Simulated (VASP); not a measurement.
Here is a VASP 6.6.1 calculation.

Contents of INCAR:

```
PREC = Accurate ; ENCUT = 520
EDIFF = 1E-6 ; ISMEAR = 0
SIGMA = 0.05 ; LREAL = False
LASPH = True ; NELM = 80
ALGO = Normal ; ISIF = 2
LWAVE = False ; LCHARG = False
NBANDS = 21
```

The input KPOINTS:

```
Automatic mesh
0
Gamma
  8 8 6
```

File POSCAR:

```
AlGaN2
1.0
    3.2710507927      0.0000000000      0.0000000000
    0.0000000000      3.2710507927      0.0000000000
    0.0000000000      0.0000000000      4.6035466767
Al Ga N
1 1 2
Direct
    0.5000000000      0.5000000000      0.5000000000
    0.0000000000      0.0000000000      0.0000000000
    0.5000000000      0.0000000000      0.7400513246
    0.0000000000      0.5000000000      0.2599486754
```

Potentials or basis: VASP PAW LDA potentials, release 64 (Al, Ga_d, N).

Command:

```bash
$ cat potpaw_LDA.64/Al/POTCAR potpaw_LDA.64/Ga_d/POTCAR potpaw_LDA.64/N/POTCAR > POTCAR
$ mpirun -np 1 vasp_std > vasp.out
```

Question: Predict the largest force.

Answer: 0.024 eV/Å.

Question: Predict the pressure.

Answer: -21.8 GPa.

Forces on the atoms (eV/Å):
```
Al   0.000  0.000  0.000
Ga   0.000  0.000  0.000
N    0.000  0.000 -0.024
N    0.000  0.000  0.024
```

Caveat: the cell differs from its parent crystal (strain +0.050 along x and y, +0.050 along z).
